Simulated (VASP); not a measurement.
# CrO2: electric field gradients with PBE

The system is CrO2.

```
CELL_PARAMETERS angstrom
4.42100 0.00000 0.00000
0.00000 4.42100 0.00000
0.00000 0.00000 2.91700
ATOMIC_POSITIONS crystal
Cr 0.00000 0.00000 0.00000
Cr 0.50000 0.50000 0.50000
O 0.30100 0.30100 0.00000
O 0.19900 0.80100 0.50000
O 0.69900 0.69900 0.00000
O 0.80100 0.19900 0.50000
```

| Item | Value |
| --- | --- |
| Program | VASP 6.6.1 |
| Task | electric field gradients |
| Functional | PBE |
| Potentials or basis | VASP PAW PBE potentials, release 64 (Cr_pv, O) |
| Cutoff | 520 eV |
| k mesh | 5 × 5 × 7 |
| Occupations | fermi-dirac, width 0.02 eV |
| Spin | collinear spin, ferromagnetic start |
| Starting moments | [2.0, 2.0, 0.0, 0.0, 0.0, 0.0] μB |
| Dipole correction | no |
| Further INCAR settings | ALGO = Normal; EDIFF = 1e-08; NBANDS = 37 |

```yaml
Pressure: 3.1 GPa
Largest_force: 0.269 eV/Å
Band_gap_on_the_k_mesh: zero (filled and empty bands overlap)
Net_moment: 4.00 μB per cell
Site_moments: Cr +2.10; O -0.07 μB
Valence_electrons_inside_the_program's_atomic_spheres: Cr 10.86; O 5.04
```

Forces on the atoms (eV/Å):
```
Cr   0.000  0.000  0.000
Cr   0.000  0.000  0.000
O    0.190  0.190  0.000
O   -0.190  0.190  0.000
O   -0.190 -0.190  0.000
O    0.190 -0.190  0.000
```

Stress tensor (GPa, compression positive):
```
3.35 0.00 0.00
0.00 3.35 0.00
0.00 0.00 2.50
```

Levels at points of the mesh, in eV from the Fermi level:
Spin up:
```
           k point  band 23  band 24  band 25  band 26  band 27  band 28  band 29  band 30
(0.00, 0.00, 0.00)    -1.21    -1.19    -1.15    -1.15    -0.62     1.15     1.20     3.72
```
Spin down:
```tsv
k point	band 19	band 20	band 21	band 22	band 23	band 24	band 25	band 26
(0.00, 0.00, 0.00)	-1.69	-1.37	-1.37	-0.90	0.88	0.93	1.20	1.20
```

Electric field gradients, principal values (V/Å²):
| atom | least | middle | greatest (by size) |
| --- | --- | --- | --- |
| 1 Cr | 18.643 | 20.822 | -39.465 |
| 2 Cr | 18.643 | 20.822 | -39.465 |
| 3 O | -2.227 | -24.067 | 26.294 |
| 4 O | -2.227 | -24.067 | 26.294 |
| 5 O | -2.227 | -24.067 | 26.294 |
| 6 O | -2.227 | -24.067 | 26.294 |

Wall time 71 s on 1 thread of Intel(R) Xeon(R) Platinum 8488C (Sapphire Rapids), on a shared host, peak memory 0.24 GiB.

Caveat: without QUAD_EFG the Cq values of the log hold for a quadrupole moment of 1 mb, not for the nuclei; semilocal functionals often make such compounds metallic where correlation or magnetic order opens a gap, which also shifts bond lengths; only a ferromagnetic start was run, and an antiferromagnetic order may lie lower in energy. With open d or f shells a metallic result of PBE can be an artefact of self-interaction; +U or a hybrid may open a gap.
